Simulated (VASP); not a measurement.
**TiAl: single point with PBEsol**

Crystal: TiAl.

```
CELL_PARAMETERS angstrom
2.95328 0.00000 0.00000
-1.47664 2.55762 0.00000
0.00000 0.00000 4.53774
ATOMIC_POSITIONS crystal
Ti 0.00000 0.00000 0.00000
Al 0.33333 0.66667 0.50000
```

This cell differs from its parent crystal: strain +0.030 along x and y, -0.030 along z.

```
Program                : VASP 6.6.1
Task                   : single point
Functional             : PBEsol
Potentials or basis    : VASP PAW PBE potentials, release 64 (Ti_sv, Al)
Cutoff                 : 520 eV
k mesh                 : 18 × 18 × 10
Occupations            : gaussian, width 0.15 eV
Spin                   : no spin polarisation
Dipole correction      : no
Further INCAR settings : ALGO = Normal; EDIFF = 1e-07; NBANDS = 14
```

The pressure is -4.8 GPa.

Stress tensor (GPa, compression positive):
```
-6.57  0.00  0.00
 0.00 -6.57  0.00
 0.00  0.00 -1.19
```

Levels at points of the mesh, in eV from the Fermi level:
| k point | band 6 | band 7 | band 8 | band 9 | band 10 | band 11 |
| --- | --- | --- | --- | --- | --- | --- |
| (0.00, 0.00, 0.00) | -2.03 | -1.32 | 1.19 | 1.19 | 2.49 | 2.49 |
| (0.50, 0.00, 0.00) | -2.91 | -1.40 | -0.85 | 1.87 | 3.61 | 4.02 |
| (0.00, 0.00, 0.50) | -5.09 | -0.11 | 1.21 | 1.21 | 2.37 | 2.37 |
| (0.50, 0.00, 0.50) | -2.28 | -1.75 | 0.40 | 1.01 | 1.60 | 3.25 |

It took 45 s on 1 thread of Intel(R) Xeon(R) Platinum 8488C (Sapphire Rapids) (shared host), peak memory 0.24 GiB.

Caveat: the cell differs from its parent crystal (strain +0.030 along x and y, -0.030 along z); the PAW data sets were made with another functional, which shifts forces and pressure a little.
